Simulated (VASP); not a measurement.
Wanted: the native input for a VASP 6.6.1 run.

| Quantity | Value |
| --- | --- |
| Task | single point |
| Functional | PBEsol |
| Potentials or basis | VASP PAW PBE potentials, release 64 (B, N) |
| Cutoff | 520 eV |
| k mesh | 12 × 12 × 4 |
| Occupations | gaussian, width 0.01 eV |
| Spin | no spin polarisation |
| Dipole correction | no |
| Further INCAR settings | ALGO = Normal; EDIFF = 1e-06; NBANDS = 16 |

The structure of BN lies in POSCAR:

```
BN
1.0
    2.4801602610      0.0000000000      0.0000000000
   -1.2400801305      2.1478817915      0.0000000000
    0.0000000000      0.0000000000      5.4562130883
B N
2 2
Direct
    0.3333333333      0.6666666667      0.2500000000
    0.6666666667      0.3333333333      0.7500000000
    0.3333333333      0.6666666667      0.7500000000
    0.6666666667      0.3333333333      0.2500000000
```

The input as run:

INCAR

```
SYSTEM = BN
PREC = Accurate
ENCUT = 520
EDIFF = 1E-6
ISMEAR = 0
SIGMA = 0.01
LREAL = .FALSE.
LASPH = .TRUE.
NELM = 100
ALGO = Normal
ISIF = 2
LWAVE = .FALSE.
LCHARG = .FALSE.
GGA = PS
NBANDS = 16
```

KPOINTS

```
Automatic mesh
0
G
  12 12 4
  0 0 0
```

Potentials or basis: VASP PAW PBE potentials, release 64 (B, N).

The run is started by

```sh
$ cat potpaw_PBE.64/B/POTCAR potpaw_PBE.64/N/POTCAR > POTCAR
$ mpirun -np 1 vasp_std > vasp.out
```

It gave:

The pressure is 15.4 GPa and the band gap on the k mesh is 3.83 eV (least direct gap 4.28 eV).

Caveat: the cell stands under pressure; the PAW data sets were made with another functional, which shifts forces and pressure a little.

Wall time 15 s on 1 thread of Intel(R) Xeon(R) Platinum 8488C (Sapphire Rapids) (shared host), peak memory 0.14 GiB.
